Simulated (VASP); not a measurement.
The system is CuO.

```
CELL_PARAMETERS angstrom
3.17953 0.00000 0.00000
-1.58977 2.75356 0.00000
0.00000 0.00000 4.43149
ATOMIC_POSITIONS crystal
Cu 0.00000 0.00000 0.00000
Cu 0.00000 0.00000 0.50000
O 0.33333 0.66667 0.25000
O 0.66667 0.33333 0.75000
```

Base run:

```yaml
Program: VASP 6.6.1
Functional: LDA
Potentials_or_basis: VASP PAW LDA potentials, release 64 (Cu, O)
Cutoff: 520 eV
k_mesh: 10 × 10 × 6
Occupations: fermi-dirac, width 0.05 eV
Spin: no spin polarisation
Hubbard_terms: Cu d U = 5.0 eV
```

Its results: band gap on the k mesh zero (band 17 reaches 5.28 eV, above the bottom of band 18 at 4.14 eV); pressure -14.6 GPa.

Problem. The run is repeated on the same cell with these changes: hubbard terms from Cu d U = 5.0 eV to none. What comes out?

Solution. Band gap on the k mesh zero (band 17 reaches 6.01 eV, above the bottom of band 18 at 4.87 eV); pressure -9.4 GPa.

Caveats: U without spin polarisation on a metal has little footing (some runs); semilocal functionals often make such compounds metallic where correlation or magnetic order opens a gap, which also shifts bond lengths (some runs).
